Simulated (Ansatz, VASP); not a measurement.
# Te2Mo in VASP and in Ansatz

```
Mo Te
1.0
     1.75095    1.01091    7.06877
    -1.75095    1.01091    7.06877
     0.00000   -2.02183    7.06877
Mo Te
1 2
Cartesian
  0.0000 0.0000 0.0000
  0.0000 0.0000 5.2287
  0.0000 0.0000 15.9776
```

Alike in both runs: task single point; functional r2SCAN; k mesh 5 × 5 × 5; occupations fermi-dirac, width 0.02 eV; no spin polarisation.

```csv
,VASP,Ansatz
version,VASP 6.6.1,Ansatz 0.2.0
potentials or method,"VASP PAW PBE potentials, release 64 (Mo_sv, Te)",plane waves
plane-wave cutoff (eV),520,500
valence electrons in the cell,26,46
```

```tsv
	VASP	Ansatz	Ansatz less VASP
pressure (GPa)	1.3	1.2	-0.11
traceless stress, the component that is largest in VASP (GPa)	-0.29	-0.36	-0.065
rms of the force components (eV/Å)	0.035	0.048	+0.0130
```

VASP's potentials were made for PBE, not for r2SCAN. Atom by atom the forces differ by 0.013 eV/Å (rms over components). With one functional, cell and mesh, what is left measures potentials, basis and numerics. VASP's potentials hold 26 valence electrons a cell and Ansatz's 46, so a difference there can come from the potentials and not from the codes.

Neither program's run includes spin-orbit coupling.
